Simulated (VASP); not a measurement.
**AgCl: single point with PBE**

Wire: AgCl, a wire with vacuum.

```
Ag Cl
1.0
    11.70000    0.00000    0.00000
     0.00000    9.30000    0.00000
     0.00000    0.00000    5.04962
Ag Cl
2 2
Direct
  0.38671 0.50000 0.00000
  0.61329 0.50000 0.50000
  0.38671 0.50000 0.50000
  0.61329 0.50000 0.00000
```

```
Program             : VASP 6.6.1
Task                : single point
Functional          : PBE
Potentials or basis : VASP PAW PBE potentials, release 64 (Ag, Cl)
Cutoff              : 520 eV
k mesh              : 1 × 1 × 13
Occupations         : gaussian, width 0.05 eV
Spin                : collinear spin, ferromagnetic start
Starting moments    : [0.5, 0.5, 0.5, 0.5] μB
```

The largest force is 0.364 eV/Å, the band gap on the k mesh is 2.27 eV, indirect (least direct gap 3.21 eV) and the net moment is 0.00 μB per cell. The valence electrons inside the program's atomic spheres are Ag 9.72; Cl 5.09.

Forces on the atoms (eV/Å):
```
Ag  -0.023  0.000  0.000
Ag   0.023  0.000  0.000
Cl  -0.364  0.000  0.000
Cl   0.364  0.000  0.000
```

Levels at points of the mesh, in eV from the valence-band top:
Spin up:
```
           k point  band 16  band 17  band 18  band 19  band 20  band 21
(0.00, 0.00, 0.00)    -1.49    -1.37    -0.93     2.27     3.06     5.59
```
Spin down:
```tsv
k point	band 16	band 17	band 18	band 19	band 20	band 21
(0.00, 0.00, 0.00)	-1.49	-1.37	-0.93	2.27	3.06	5.59
```

It took 5.1 min on 1 thread of Intel(R) Xeon(R) Platinum 8488C (Sapphire Rapids), with other jobs on the host, peak memory 0.83 GiB.
